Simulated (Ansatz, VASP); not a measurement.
## Two plane-wave programs on SiO2

```xyz
3
Lattice="2.6868 0.0000 0.0000 -1.3434 2.3268 0.0000 0.0000 0.0000 4.6165" Properties=species:S:1:pos:R:3 pbc="T T T"
Si    0.0000    0.0000    2.3083
O     0.0000    1.5512    3.2240
O     1.3434    0.7756    1.3925
```

Alike in both runs: task relaxation of cell and atoms; functional PBE; dispersion D3(BJ); k mesh 12 × 12 × 6; occupations gaussian, width 0.02 eV; no spin polarisation.

|  | VASP | Ansatz |
| --- | --- | --- |
| version | VASP 6.6.1 | Ansatz 0.2.0 |
| potentials or method | VASP PAW PBE potentials, release 64 (Si, O), cutoff 600 eV | scalar-relativistic, plane waves, PAW |
| valence electrons in the cell | 16 | 16 |

|  | VASP | Ansatz | Ansatz less VASP |
| --- | --- | --- | --- |
| gap on the k mesh at the Fermi level, each at its own relaxed structure (eV) | 6.07 | 6.15 | +0.084 |
| relaxed volume (Å³/atom) | 9.49 | 9.59 | +0.101 |
| relaxed length of the cell vector where the two differ most in proportion (Å) | 4.547 | 4.603 | +0.0563 |
